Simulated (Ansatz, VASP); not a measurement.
V4O: VASP beside Ansatz

```
V O
1.0
     2.99718    0.00000    0.00000
     0.00000    2.99718    0.00000
     0.00000    0.00000   21.33338
V O
4 1
Cartesian
  1.4986 1.4986 4.0000
  0.0000 0.0000 5.4986
  1.4986 1.4986 6.9700
  0.0000 0.0000 8.3334
  0.7493 0.7493 11.5834
```

Alike in both runs: task single point; functional PBE; k mesh 9 × 9 × 1; occupations gaussian, width 0.1 eV; no spin polarisation.

```csv
,VASP,Ansatz
version,VASP 6.6.1,Ansatz 0.2.0
potentials or method,"VASP PAW PBE potentials, release 64 (V_sv, O), cutoff 520 eV","scalar-relativistic, plane waves, PAW"
valence electrons in the cell,58,58
```

Ansatz gave:

```
gap on the k mesh at the Fermi level (eV) : none
rms of the force components (eV/Å)        : 0.498
```

Estimate VASP's values.

gap on the k mesh at the Fermi level (eV): none; rms of the force components (eV/Å): 0.501.

Atom by atom the forces differ by 0.007 eV/Å (rms over components). A gap of «none» marks a metal or a gap that the smearing closes. Ansatz's warnings: vacuum density over bound, xc potential rough in thin density.
